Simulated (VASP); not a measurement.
Wanted: the native input for a VASP 6.6.1 run.

```yaml
Task: single point
Functional: PBEsol
Potentials_or_basis: VASP PAW PBE potentials, release 64 (S)
Cutoff: 500 eV
k_mesh: 19 × 19 × 19
Occupations: fermi-dirac, width 0.05 eV
Spin: no spin polarisation
Dipole_correction: no
Further_INCAR_settings: ALGO = Normal; EDIFF = 1e-06; NBANDS = 9
```

The structure of S lies in POSCAR:

```
S
1.0
    0.0000000000      1.6419060646      1.6419060646
    1.6419060646      0.0000000000      1.6419060646
    1.6419060646      1.6419060646      0.0000000000
S
1
Direct
    0.0000000000      0.0000000000      0.0000000000
```

These files were run (other wordings do the same):

INCAR

```
SYSTEM = S
PREC     = Accurate       ! precision mode
ENCUT    = 500            ! plane-wave cutoff, eV
EDIFF    = 1E-6           ! SCF threshold, eV
ISMEAR   = -1             ! smearing method
SIGMA    = 0.05           ! smearing width, eV
LREAL    = .FALSE.        ! projectors in reciprocal space
LASPH    = .TRUE.         ! aspherical terms in the spheres
NELM     = 120            ! most SCF steps
ALGO     = Normal         ! electronic algorithm
ISIF     = 2              ! what is computed and relaxed
LWAVE    = .FALSE.        ! write WAVECAR
LCHARG   = .FALSE.        ! write CHGCAR
GGA      = PS             ! functional
NBANDS   = 9              ! bands
GGA_COMPAT= .FALSE.
```

KPOINTS

```
Automatic mesh
0
G
  19 19 19
  0 0 0
```

Potentials or basis: VASP PAW PBE potentials, release 64 (S).

Launch:

```sh
$ cat potpaw_PBE.64/S/POTCAR > POTCAR
$ mpirun -np 1 vasp_std > vasp.out
```

Results of the run:

| Property | Result |
| --- | --- |
| Pressure | 139.7 GPa |
| Band gap on the k mesh | zero (band 3 reaches 25.99 eV, above the bottom of band 4 at 12.13 eV) |

Caveat: the PAW data sets were made with another functional, which shifts forces and pressure a little.

Run time: 18 s on 1 thread of Intel Xeon 8259CL (shared host), peak memory 0.12 GiB.
